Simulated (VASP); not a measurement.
# HfC in VASP: notebook, part 2 of 2

VASP 6.6.1.

### 4 Single point, PBEsol

INCAR

```
PREC     = Accurate       # precision mode
ENCUT    = 520            # plane-wave cutoff, eV
EDIFF    = 1E-6           # SCF threshold, eV
ISMEAR   = 0              # smearing method
SIGMA    = 0.1            # smearing width, eV
LREAL    = False          # projectors in reciprocal space
LASPH    = True           # aspherical terms in the spheres
NELM     = 80             # most SCF steps
ALGO     = Normal         # electronic algorithm
ISIF     = 2              # what is computed and relaxed
LWAVE    = False          # write WAVECAR
LCHARG   = False          # write CHGCAR
GGA      = PS             # functional
ISYM     = 0            
NBANDS   = 22             # bands
```

KPOINTS

```
Automatic mesh
0
Gamma
  6 6 4
  0.5 0.5 0.5
```

POSCAR

```
HfC
1.0
    3.3428660000      0.0000000000      0.0000000000
   -1.6714330000      2.8950070000      0.0000000000
    0.0000000000      0.0000000000      5.2027140000
Hf C
2 2
Direct
    0.6666666667      0.3333333333      0.7500000000
    0.3333333333      0.6666666667      0.2500000000
    0.0172711154      0.0345422308      0.0000000000
    0.0000000000      0.0000000000      0.5000000000
```

Potentials or basis: VASP PAW PBE potentials, release 64 (Hf_pv, C).

Run with:

```bash
$ cat potpaw_PBE.64/Hf_pv/POTCAR potpaw_PBE.64/C/POTCAR > POTCAR
$ mpirun -np 1 vasp_std > vasp.out
```

OUTCAR:

```text
PREC = Accurate
   ENCUT = 520
   EDIFF = 1E-6
   ISMEAR = 0
   LREAL = False
   LASPH = True
   NELM = 80
   ISIF = 2
   GGA = PS
   ISYM = 0

 ion  position               nearest neighbor table
   1  0.667  0.333  0.750-   3 2.29   3 2.29   4 2.33   4 2.33   4 2.33   3 2.41   2 3.24   2 3.24
                             2 3.24   2 3.24   2 3.24   2 3.24
   2  0.333  0.667  0.250-   3 2.25   4 2.33   4 2.33   4 2.33   3 2.37   3 2.37   1 3.24   1 3.24
                             1 3.24   1 3.24   1 3.24   1 3.24
   3  0.017  0.035  0.000-   2 2.25   1 2.29   1 2.29   2 2.37   2 2.37   1 2.41
[... 765 lines left out ...]
  --------------------------------------------------------------------------------------
  -------------------------------------------------------------------------------------
  Total       -2.2000351     -2.2041072     -2.5717479      0.0000047      0.1427451     -0.0000025
  in kB      -70.0070289    -70.1366088    -81.8352544      0.0001487      4.5422719     -0.0000781
  external PRESSURE =     -73.9929640 kB  Pullay stress =       0.0000000 kB

 VOLUME and BASIS-vectors are now :
 -----------------------------------------------------------------------------
  energy-cutoff  :      520.00
  volume of cell :       50.35
      direct lattice vectors                 reciprocal lattice vectors
     3.342866000  0.000000000  0.000000000     0.299144507  0.172711154  0.000000000
    -1.671433000  2.895007000  0.000000000     0.000000000  0.345422308  0.000000000
     0.000000000  0.000000000  5.202714000     0.000000000  0.000000000  0.192207375

 POSITION                                       TOTAL-FORCE (eV/Angst)
 -----------------------------------------------------------------------------------
      1.67143      0.96500      3.90204         0.000000      0.720195     -0.073720
     -0.00000      1.93000      1.30068         0.000001      0.825593      0.078752
      0.00000      0.10000      0.00000        -0.000000     -1.201636     -0.006565
      0.00000      0.00000      2.60136        -0.000002     -0.344152      0.001534
 -----------------------------------------------------------------------------------
    total drift:                               -0.000004     -0.000065      0.000033

  FREE ENERGIE OF THE ION-ELECTRON SYSTEM (eV)
  ---------------------------------------------------
  free  energy   TOTEN  =       -43.5239272056 eV

  energy  without entropy=      -43.5183964647  energy(sigma->0) =      -43.52116184
```

OSZICAR:

```text
N       E                     dE             d eps       ncg     rms          rms(c)
DAV:   1     0.834663583962E+02    0.83466E+02   -0.15297E+04  9528   0.124E+03
DAV:   2    -0.436494957908E+02   -0.12712E+03   -0.12126E+03 12166   0.285E+02
DAV:   3    -0.489411449709E+02   -0.52916E+01   -0.52287E+01 12318   0.422E+01
DAV:   4    -0.489974040793E+02   -0.56259E-01   -0.56217E-01 11782   0.478E+00
DAV:   5    -0.489980986181E+02   -0.69454E-03   -0.69446E-03 12750   0.456E-01    0.765E+01
DAV:   6    -0.438778556567E+02    0.51202E+01   -0.45774E+01 11280   0.227E+01    0.563E+01
DAV:   7    -0.435981253645E+02    0.27973E+00   -0.35126E+00 11022   0.829E+00    0.257E+01
DAV:   8    -0.435432536491E+02    0.54872E-01   -0.22220E-01 12080   0.281E+00    0.471E+00
DAV:   9    -0.435288076058E+02    0.14446E-01   -0.19463E-01 11324   0.163E+00    0.378E+00
DAV:  10    -0.435246758363E+02    0.41318E-02   -0.10960E-02 12070   0.532E-01    0.846E-01
DAV:  11    -0.435239594655E+02    0.71637E-03   -0.31504E-03 11754   0.235E-01    0.426E-01
DAV:  12    -0.435239262954E+02    0.33170E-04   -0.26608E-04 12572   0.682E-02    0.120E-02
DAV:  13    -0.435239272056E+02   -0.91021E-06   -0.44246E-06 11606   0.122E-02
   1 F= -.43523927E+02 E0= -.43521162E+02  d E =-.553074E-02
```

Run time: 4.4 min. Hardware: 1 thread of Intel Xeon Platinum 8375C at 2.90GHz (Ice Lake), shared host; peak memory 0.33 GiB.

What came out:

* Free energy: -43.5239 eV
* Pressure: -7.4 GPa
* Largest force: 1.202 eV/Å
* Band gap on the k mesh: zero (bands 14 and 15 overlap by 0.11 eV)

Forces on the atoms (eV/Å):
```
Hf   0.000  0.720 -0.074
Hf   0.000  0.826  0.079
C    0.000 -1.202 -0.007
C    0.000 -0.344  0.002
```

Stress tensor (GPa, compression positive):
```
-7.00  0.00  0.00
 0.00 -7.01  0.45
 0.00  0.45 -8.18
```

Caveat: the k points lie up to 0.36 Å⁻¹ apart; the PAW data sets were made with another functional, which shifts forces and pressure a little; spin-orbit coupling is left out, which moves the levels of the heavy elements.
